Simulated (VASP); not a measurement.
A run of VASP 6.6.1 is set up as follows.

The input POSCAR:

```
WS
1.0
    3.1236202295      0.0000000000      0.0000000000
    0.0000000000      3.1236202295      0.0000000000
    0.0000000000      0.0000000000      3.1236202295
W S
1 1
Direct
    0.0000000000      0.0000000000      0.0000000000
    0.5000000000      0.5000000000      0.5000000000
```

Contents of INCAR.step1:

```
SYSTEM = WS
PREC = Accurate ; ENCUT = 520
ISMEAR = 0 ; SIGMA = 0.1
LREAL = .False. ; LASPH = .True.
NELM = 150 ; ISPIN = 2
MAGMOM = 1 0 ; LMAXMIX = 4
LDAU = .True. ; LDAUTYPE = 2
LDAUL = 2 -1 ; LDAUU = 6.2 0
LDAUJ = 0 0 ; NBANDS = 21
GGA = PE ; ALGO = Normal
EDIFF = 1E-4 ; LWAVE = .True.
LCHARG = .False.
```

The input INCAR.step2:

```
SYSTEM = WS
PREC = Accurate ; ENCUT = 520
EDIFF = 1E-7 ; ISMEAR = 0
SIGMA = 0.1 ; LREAL = .False.
LASPH = .True. ; NELM = 150
ALGO = Normal ; ISIF = 2
LWAVE = .False. ; LCHARG = .False.
ISPIN = 2 ; MAGMOM = 1 0
LORBIT = 11 ; LMAXMIX = 4
LDAU = .True. ; LDAUTYPE = 2
LDAUL = 2 -1 ; LDAUU = 6.2 0
LDAUJ = 0 0 ; LDAUPRINT = 1
METAGGA = R2SCAN ; LMIXTAU = .True.
NBANDS = 21 ; ISTART = 1
```

Contents of KPOINTS:

```
Automatic mesh
0
Gamma
  14 14 14
  0 0 0
```

Potentials or basis: VASP PAW PBE potentials, release 64 (W_sv, S).

Launch:

```console
$ cat potpaw_PBE.64/W_sv/POTCAR potpaw_PBE.64/S/POTCAR > POTCAR
$ cp INCAR.step1 INCAR
$ mpirun -np 1 vasp_std > vasp.out
$ cp INCAR.step2 INCAR
$ mpirun -np 1 vasp_std > vasp.out
```

What does it give for the site moments?

W +1.71; S -0.20 μB.

Estimate the pressure.

-0.1 GPa.

Estimate the net moment.

1.85 μB per cell.

Eigenvalues of the final occupation matrices:
| site | spin | trace | eigenvalues |
| --- | --- | --- | --- |
| site 1 d | 1 | 2.49 | 0.36 0.36 0.59 0.59 0.59 |
| site 1 d | 2 | 0.85 | 0.08 0.08 0.08 0.31 0.31 |

Caveat: the PAW data sets were made with another functional, which shifts forces and pressure a little; spin-orbit coupling is left out, which moves the levels of the heavy elements. The state reached can hang on the start; a lower one may exist.
